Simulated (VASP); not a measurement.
# NbP (I4_1md) in VASP: further runs, part 2 of 2

VASP 6.6.1. Earlier steps stand in the parts before.

## 3. Single point, r2SCAN

This run uses another cell than the first one, of 15.97 Å³/atom.

POSCAR reads:

```
NbP
1.0
   -1.6691837428      1.6691837428      5.7320230935
    1.6691837428     -1.6691837428      5.7320230935
    1.6691837428      1.6691837428     -5.7320230935
Nb P
2 2
Direct
    0.7498223615      0.7498223615      0.0000000000
    0.4998223615      0.9998223615      0.5000000000
    0.3328062135      0.3328062135      0.0000000000
    0.0828062135      0.5828062135      0.5000000000
```

INCAR.step1 reads:

```
  PREC = Accurate
  ENCUT = 520
  ISMEAR = -1
  SIGMA = 0.02
  LREAL = False
  LASPH = True
  NELM = 100
  NBANDS = 26
  GGA = PE
  ALGO = Normal
  EDIFF = 1E-4
  LWAVE = True
  LCHARG = False
```

INCAR.step2 reads:

```
  PREC = Accurate
  ENCUT = 520
  EDIFF = 1E-6
  ISMEAR = -1
  SIGMA = 0.02
  LREAL = False
  LASPH = True
  NELM = 100
  ALGO = Normal
  ISIF = 2
  LWAVE = False
  LCHARG = False
  METAGGA = R2SCAN
  LMIXTAU = True
  NBANDS = 26
  ISTART = 1
```

KPOINTS reads:

```
regular mesh
0
Gamma
  8 8 8
```

Potentials or basis: VASP PAW PBE potentials, release 64 (Nb_sv, P).

Started as:

```
$ cat potpaw_PBE.64/Nb_sv/POTCAR potpaw_PBE.64/P/POTCAR > POTCAR
$ cp INCAR.step1 INCAR
$ mpirun -np 1 vasp_std > vasp.out
$ cp INCAR.step2 INCAR
$ mpirun -np 1 vasp_std > vasp.out
```

OUTCAR:

```text
PREC = Accurate
   ENCUT = 520
   EDIFF = 1E-6
   ISMEAR = -1
   LREAL = False
   LASPH = True
   NELM = 100
   ISIF = 2
   METAGGA = R2SCAN
   ISTART = 1

 ion  position               nearest neighbor table
   1  0.750  0.750  0.000-   4 2.54   4 2.54   3 2.55   3 2.55   3 2.55   3 2.55
   2  0.500  1.000  0.500-   3 2.54   3 2.54   4 2.55   4 2.55   4 2.55   4 2.55
   3  0.333  0.333  0.000-   2 2.54   2 2.54   1 2.55   1 2.55   1 2.55   1 2.55
   4  0.083  0.583  0.500-   1 2.54   1 2.54   2 2.55   2 2.55   2 2.55   2 2.55

  LATTYP: Found a body centered tetragonal cell.
 ALAT       =     3.3383674856
 C/A-ratio  =     3.4340276307

  Lattice vectors:

 A1 = (  -1.6691837428,   1.6691837428,   5.7320230935)
 A2 = (   1.6691837428,  -1.6691837428,   5.7320230935)
 A3 = (   1.6691837428,   1.6691837428,  -5.7320230935)

Analysis of symmetry for initial positions (statically):
=====================================================================
 Subroutine PRICEL returns:
 Original cell was already a primitive cell.

[... 169 lines left out ...]
  ext. energy  EPLUGINS =         0.00000000
  ---------------------------------------------------
  free energy    TOTEN  =       -72.04492749 eV

  energy without entropy =      -72.04384762  energy(sigma->0) =      -72.04438755

 E-fermi :  10.7020     XC(G=0): -12.8837

 val. band max:       10.6699547859   @ k =  -0.2500   0.2500   0.2500
 cond. band min:      10.7114505398   @ k =  -0.2500   0.5000   0.2500
 fundamental gap:      0.0414957538
 Fermi energy:        10.7019968150

 k-point     1 :       0.0000    0.0000    0.0000
  band No.  band energies     occupation
      1     -46.1104      2.00000
      2     -46.0682      2.00000
      3     -21.6886      2.00000
      4     -21.4577      2.00000
      5     -21.4577      2.00000
      6     -21.3110      2.00000
[... 685 lines left out ...]
     25      15.7124      0.00000
     26      17.0128      0.00000

 [... further k-points ...]
[... 5 lines left out ...]
  --------------------------------------------------------------------------------------
  -------------------------------------------------------------------------------------
  Total       -0.1691848     -0.1691848     -0.0987428      0.0000000      0.0000000      0.0000000
  in kB       -4.2432225     -4.2432225     -2.4765086      0.0000000      0.0000000      0.0000000
  external PRESSURE =      -3.6543178 kB  Pullay stress =       0.0000000 kB

 VOLUME and BASIS-vectors are now :
 -----------------------------------------------------------------------------
  energy-cutoff  :      520.00
  volume of cell :       63.88
      direct lattice vectors                 reciprocal lattice vectors
    -1.669183743  1.669183743  5.732023093     0.000000000  0.299547610  0.087229237
     1.669183743 -1.669183743  5.732023093     0.299547610  0.000000000  0.087229237
     1.669183743  1.669183743 -5.732023093     0.299547610  0.299547610  0.000000000

 POSITION                                       TOTAL-FORCE (eV/Angst)
 -----------------------------------------------------------------------------------
      0.00000      0.00000      8.59600        -0.000000     -0.000000      0.007380
      1.66918      0.00000      5.72999         0.000000      0.000000      0.007380
      0.00000      0.00000      3.81531         0.000000      0.000000     -0.007380
      1.66918      0.00000      0.94929        -0.000000     -0.000000     -0.007380
 -----------------------------------------------------------------------------------
    total drift:                                0.000000      0.000000      0.000397

  FREE ENERGIE OF THE ION-ELECTRON SYSTEM (eV)
  ---------------------------------------------------
  free  energy   TOTEN  =       -72.0449274859 eV

  energy  without entropy=      -72.0438476226  energy(sigma->0) =      -72.04438755
```

OUTCAR.step1:

```text
PREC = Accurate
   ENCUT = 520
   ISMEAR = -1
   LREAL = False
   LASPH = True
   NELM = 100
[... 926 lines left out ...]
      1.66918      0.00000      5.72999        -0.000000     -0.000000      0.024786
      0.00000      0.00000      3.81531         0.000000      0.000000     -0.024786
      1.66918      0.00000      0.94929        -0.000000     -0.000000     -0.024786
 -----------------------------------------------------------------------------------
    total drift:                               -0.000000     -0.000000      0.000107

  FREE ENERGIE OF THE ION-ELECTRON SYSTEM (eV)
  ---------------------------------------------------
  free  energy   TOTEN  =       -35.3055802506 eV

  energy  without entropy=      -35.3044044512  energy(sigma->0) =      -35.30499235
```

OSZICAR.step1:

```text
N       E                     dE             d eps       ncg     rms          rms(c)
DAV:   1     0.352349584739E+03    0.35235E+03   -0.19163E+04  3068   0.138E+03
DAV:   2    -0.791240434262E+01   -0.36026E+03   -0.34994E+03  3658   0.509E+02
DAV:   3    -0.359459751820E+02   -0.28034E+02   -0.27634E+02  5744   0.106E+02
DAV:   4    -0.375954960537E+02   -0.16495E+01   -0.16415E+01  4528   0.210E+01
DAV:   5    -0.376680296577E+02   -0.72534E-01   -0.72471E-01  5454   0.476E+00    0.129E+01
DAV:   6    -0.352853402886E+02    0.23827E+01   -0.83036E+00  4720   0.200E+01    0.476E+00
DAV:   7    -0.353065267140E+02   -0.21186E-01   -0.67659E-01  4768   0.439E+00    0.308E+00
DAV:   8    -0.353049353509E+02    0.15914E-02   -0.77228E-02  4478   0.187E+00    0.456E-01
DAV:   9    -0.353052037257E+02   -0.26837E-03   -0.90211E-03  5194   0.556E-01    0.332E-01
DAV:  10    -0.353056136539E+02   -0.40993E-03   -0.20414E-03  3642   0.423E-01    0.767E-02
DAV:  11    -0.353055802506E+02    0.33403E-04   -0.10503E-04  2540   0.103E-01
   1 F= -.35305580E+02 E0= -.35304992E+02  d E =-.117580E-02
```

Run time: 37 min. Hardware: 1 thread of Intel Xeon 8259CL, shared host; peak memory 0.37 GiB.

Results:

```yaml
Free_energy: -72.0449 eV
Pressure: -0.4 GPa
Largest_force: 0.007 eV/Å
Band_gap_on_the_k_mesh: zero (bands 18 and 19 overlap by 0.04 eV)
```

Forces in eV/Å, atoms in the order of the input:
```
Nb   0.000  0.000  0.007
Nb   0.000  0.000  0.007
P    0.000  0.000 -0.007
P    0.000  0.000 -0.007
```

Stress tensor (GPa, compression positive):
```
-0.42  0.00  0.00
 0.00 -0.42  0.00
 0.00  0.00 -0.25
```

Caveat: the PAW data sets were made with another functional, which shifts forces and pressure a little.

## 4. Single point, r2SCAN (16.45 Å³/atom)

This run uses another cell than the first one, of 16.45 Å³/atom.

POSCAR reads:

```
NbP
1.0
   -1.6857113893      1.6857113893      5.7887794885
    1.6857113893     -1.6857113893      5.7887794885
    1.6857113893      1.6857113893     -5.7887794885
Nb P
2 2
Direct
    0.7498223615      0.7498223615      0.0000000000
    0.4998223615      0.9998223615      0.5000000000
    0.3328062135      0.3328062135      0.0000000000
    0.0828062135      0.5828062135      0.5000000000
```

INCAR.step1 reads:

```
PREC = Accurate
ENCUT = 520
ISMEAR = -1
SIGMA = 0.02
LREAL = F
LASPH = T
NELM = 80
NBANDS = 26
GGA = PE
ALGO = Normal
EDIFF = 1E-4
LWAVE = T
LCHARG = F
```

INCAR.step2 reads:

```
PREC = Accurate
ENCUT = 520
EDIFF = 1E-6
ISMEAR = -1
SIGMA = 0.02
LREAL = F
LASPH = T
NELM = 80
ALGO = Normal
ISIF = 2
LWAVE = F
LCHARG = F
METAGGA = R2SCAN
LMIXTAU = T
NBANDS = 26
ISTART = 1
```

KPOINTS is that of step 3.

Potentials or basis: VASP PAW PBE potentials, release 64 (Nb_sv, P).

Started as:

```
$ cat potpaw_PBE.64/Nb_sv/POTCAR potpaw_PBE.64/P/POTCAR > POTCAR
$ cp INCAR.step1 INCAR
$ mpirun -np 1 vasp_std > vasp.out
$ cp INCAR.step2 INCAR
$ mpirun -np 1 vasp_std > vasp.out
```

OUTCAR:

```text
PREC = Accurate
   ENCUT = 520
   EDIFF = 1E-6
   ISMEAR = -1
   LREAL = F
   LASPH = T
   NELM = 80
   ISIF = 2
   METAGGA = R2SCAN
   ISTART = 1

 ion  position               nearest neighbor table
   1  0.750  0.750  0.000-   4 2.57   4 2.57   3 2.57   3 2.57   3 2.57   3 2.57
   2  0.500  1.000  0.500-   3 2.57   3 2.57   4 2.57   4 2.57   4 2.57   4 2.57
   3  0.333  0.333  0.000-   2 2.57   2 2.57   1 2.57   1 2.57   1 2.57   1 2.57
   4  0.083  0.583  0.500-   1 2.57   1 2.57   2 2.57   2 2.57   2 2.57   2 2.57

  LATTYP: Found a body centered tetragonal cell.
 ALAT       =     3.3714227786
 C/A-ratio  =     3.4340276309

  Lattice vectors:

 A1 = (  -1.6857113893,   1.6857113893,   5.7887794885)
 A2 = (   1.6857113893,  -1.6857113893,   5.7887794885)
 A3 = (   1.6857113893,   1.6857113893,  -5.7887794885)

Analysis of symmetry for initial positions (statically):
=====================================================================
 Subroutine PRICEL returns:
 Original cell was already a primitive cell.

 Routine SETGRP: Setting up the symmetry group for a
 body centered tetragonal supercell.

 Subroutine GETGRP returns: Found  8 space group operations
 (whereof  4 operations were pure point group operations)
 out of a pool of 16 trial point group operations.

The static configuration has the point symmetry C_2v.
 The point group associated with its full space group is C_4v.

Analysis of symmetry for dynamics (positions and initial velocities):
=====================================================================
 Subroutine PRICEL returns:
 Original cell was already a primitive cell.

 Routine SETGRP: Setting up the symmetry group for a
 body centered tetragonal supercell.

 Subroutine GETGRP returns: Found  8 space group operations
 (whereof  4 operations were pure point group operations)
 out of a pool of 16 trial point group operations.

[... 115 lines left out ...]
   PSTRESS=    0.0 pullay stress
   NELECT =      36.0000    total number of electrons
   NUPDOWN=      -1.0000    fix difference up-down
   EMIN   =  10.00;   EMAX   =-10.00  energy-range for DOS
   EFERMI =   0.00;   METHOD = LEGACY
   ISMEAR =    -1;   SIGMA  =   0.02  broadening in eV -4-tet -1-fermi 0-gaus
   EFERMI_NEDOS =   21; number of points for ismear=-14 and -15
   IALGO  =     38    algorithm
   IMIX   =      4    mixing-type and parameters
     AMIX     =   0.40;   BMIX     =  1.00
     AMIX_MAG =   1.60;   BMIX_MAG =  1.00
  volume/ion in A,a.u.               =      16.45       111.01
  Fermi-wavevector in a.u.,A,eV,Ry     =   1.338971  2.530288 24.393116  1.792843
  Thomas-Fermi vector in A             =   2.467400
   LORBIT       =      0    0 simple, 1 ext, 2 COOP (PROOUT), +10 PAW based schemes
   METAGGA = R2SCAN    functional components
   LHFCALC =     F    Hartree Fock is set to
   AEXX    =    0.0000 exact exchange contribution
   IVDW    =     0    specifies the selected vdW correction
   LEPSILON=     F    determine dielectric tensor
   LRPA    =     F    only Hartree local field effects (RPA)
 non-spin polarized calculation
  energy-cutoff  :      520.00
  volume of cell :       65.80
 maximum number of plane-waves:      1786
   NGX = 23   NGY = 23   NGZ = 23

 number of electron      35.9999999 magnetization

 Free energy of the ion-electron system (eV)
  ---------------------------------------------------
  ext. energy  EPLUGINS =         0.00000000
  ---------------------------------------------------
  free energy    TOTEN  =       -72.00800791 eV

  energy without entropy =      -72.00685340  energy(sigma->0) =      -72.00743066

 E-fermi :  10.3230     XC(G=0): -12.7195

 val. band max:       10.2930699156   @ k =  -0.2500   0.2500   0.2500
 cond. band min:      10.3336257929   @ k =  -0.2500   0.5000   0.2500
 fundamental gap:      0.0405558772
 Fermi energy:        10.3230419353

 k-point     1 :       0.0000    0.0000    0.0000
  band No.  band energies     occupation
      1     -46.5871      2.00000
      2     -46.5505      2.00000
      3     -22.1211      2.00000
      4     -21.9273      2.00000
      5     -21.9273      2.00000
      6     -21.7874      2.00000
[... 685 lines left out ...]
     25      15.1277      0.00000
     26      16.4138      0.00000

 [... further k-points ...]
[... 5 lines left out ...]
  --------------------------------------------------------------------------------------
  -------------------------------------------------------------------------------------
  Total       -2.5066685     -2.5066685     -2.1282651      0.0000000      0.0000000      0.0000000
  in kB      -61.0371216    -61.0371216    -51.8230384      0.0000000      0.0000000      0.0000000
  external PRESSURE =     -57.9657606 kB  Pullay stress =       0.0000000 kB

 VOLUME and BASIS-vectors are now :
 -----------------------------------------------------------------------------
  energy-cutoff  :      520.00
  volume of cell :       65.80
      direct lattice vectors                 reciprocal lattice vectors
    -1.685711389  1.685711389  5.788779489     0.000000000  0.296610679  0.086373993
     1.685711389 -1.685711389  5.788779489     0.296610679  0.000000000  0.086373993
     1.685711389  1.685711389 -5.788779489     0.296610679  0.296610679  0.000000000

 POSITION                                       TOTAL-FORCE (eV/Angst)
 -----------------------------------------------------------------------------------
      0.00000      0.00000      8.68111        -0.000000     -0.000000     -0.001609
      1.68571      0.00000      5.78672         0.000000      0.000000     -0.001609
      0.00000      0.00000      3.85308        -0.000000      0.000000      0.001609
      1.68571      0.00000      0.95869         0.000000     -0.000000      0.001609
 -----------------------------------------------------------------------------------
    total drift:                                0.000000      0.000000      0.000276

  FREE ENERGIE OF THE ION-ELECTRON SYSTEM (eV)
  ---------------------------------------------------
  free  energy   TOTEN  =       -72.0080079094 eV

  energy  without entropy=      -72.0068534006  energy(sigma->0) =      -72.00743066
```

Wall time 36 min (1 thread of Intel Xeon 8259CL, shared host); peak memory 0.37 GiB.

What came out:

```
Free energy            : -72.0080 eV
Pressure               : -5.8 GPa
Band gap on the k mesh : zero (bands 18 and 19 overlap by 0.04 eV)
```

Levels at points of the mesh, in eV from the Fermi level:
| k point | band 14 | band 15 | band 16 | band 17 | band 18 | band 19 | band 20 | band 21 | band 22 | band 23 |
| --- | --- | --- | --- | --- | --- | --- | --- | --- | --- | --- |
| (0.00, 0.00, 0.00) | -2.40 | -2.18 | -1.76 | -1.49 | -1.49 | 0.84 | 1.60 | 2.70 | 3.16 | 3.16 |
| (0.50, 0.00, 0.00) | -3.38 | -2.46 | -2.03 | -1.56 | -0.21 | 0.08 | 1.33 | 2.50 | 2.69 | 3.33 |
| (0.50, 0.50, 0.00) | -4.84 | -3.07 | -3.07 | -0.53 | -0.53 | 3.02 | 3.02 | 3.09 | 3.09 | 4.11 |
| (0.50, 0.50, 0.50) | -2.85 | -2.68 | -2.68 | -0.70 | -0.70 | 1.20 | 1.20 | 2.33 | 2.33 | 3.62 |

Caveat: the cell stands under tension; the PAW data sets were made with another functional, which shifts forces and pressure a little.

## 5. The runs side by side

```tsv
cell	gap on the mesh (eV)	pressure (GPa)	largest force (eV/Å)
a = 6.136 Å, angles 148.8, 148.8, 44.8°, 4 atoms	none	6.0	0.02
a = 6.199 Å, angles 148.8, 148.8, 44.8°, 4 atoms	none	-0.4	0.01
a = 6.260 Å, angles 148.8, 148.8, 44.8°, 4 atoms	none	-5.8	-
```

Alike in all rows: task single point; level r2SCAN; potentials or basis VASP PAW PBE potentials, release 64 (Nb_sv, P); no spin polarisation; k mesh 8 × 8 × 8; cutoff (eV) 520; smearing fermi-dirac 0.02 eV.

Caveats: the PAW data sets were made with another functional, which shifts forces and pressure a little; the cell stands under pressure (at least some runs); the cell stands under tension (at least some runs).

Absolute energies hang on the potentials; compare differences alone.

The gap in the log of VASP goes by the Fermi energy; the results here count the filled bands.